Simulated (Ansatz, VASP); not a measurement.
# Two plane-wave programs on Y

File INCAR:

```
SYSTEM = Y
ALGO = Fast ; EDIFF = 1E-6
ENCUT = 520 ; GGA = PS
ISIF = 2 ; ISMEAR = -1
LASPH = .TRUE. ; LCHARG = .FALSE.
LREAL = .FALSE. ; LWAVE = .FALSE.
NBANDS = 30 ; NELM = 100
PREC = Accurate ; SIGMA = 0.05
```

The input KPOINTS:

```
k-points
0
G
  7 7 2
  0 0 0
```

Contents of POSCAR:

```
Y
1.0
    3.6425441402     -0.0728508828      0.0000000000
   -1.8843627853      3.1909612012      0.0000000000
    0.0000000000      0.0000000000     11.8441303500
Y
4
Direct
    0.6666666667      0.3333333333      0.7500000000
    0.0000000000      0.0000000000      0.5000000000
    0.3333333333      0.6666666667      0.2500000000
    0.0000000000      0.0000000000      0.0000000000
```

File input.yaml:

```yaml
crystal:
  lattice:
    - [3.6425441402, -0.0728508828, 0.0]
    - [-1.8843627853, 3.1909612012, 0.0]
    - [0.0, 0.0, 11.84413035]
  atoms:
    - { symbol: "Y", position: [0.6666666667, 0.3333333333, 0.75] }
    - { symbol: "Y", position: [0.0, 0.0, 0.5] }
    - { symbol: "Y", position: [0.3333333333, 0.6666666667, 0.25] }
    - { symbol: "Y", position: [0.0, 0.0, 0.0] }
hamiltonian:
  xc: pbesol
  pseudopotentials: { kind: paw }
kpoints:
  mp_grid: { grid: [7, 7, 2] }
scf:
  occupations: { method: fermi_dirac, width: 0.05 }
output:
  forces: true
  stress: true
  eigenvalues: true
  write_density: true
  write_potential: true
  elf: true
  volumetric_format: npy
```

Alike in both runs: task single point; functional PBEsol; k mesh 7 × 7 × 2; occupations fermi-dirac, width 0.05 eV; no spin polarisation.

```csv
,VASP,Ansatz
version,VASP 6.6.1,Ansatz 0.2.0
potentials or method,"VASP PAW PBE potentials, release 64 (Y_sv)",Ansatz PAW
plane-wave cutoff (eV),520,420
valence electrons in the cell,44,44
```

Ansatz gave:

```
gap on the k mesh at the Fermi level (eV)                     : none
pressure (GPa)                                                : -3.5
traceless stress, the component that is largest in VASP (GPa) : 0.91
rms of the force components (eV/Å)                            : 0.014
```

Question: Which values does VASP return?

Answer: gap on the k mesh at the Fermi level (eV): none; pressure (GPa): -3.6; traceless stress, the component that is largest in VASP (GPa): 0.91; rms of the force components (eV/Å): 0.014.

VASP's potentials were made for PBE, not for PBEsol. Atom by atom the forces differ by 0.000 eV/Å (rms over components). A gap of «none» marks a metal or a gap that the smearing closes. The functional is the same, so the differences come from potentials, cutoffs and numerics.
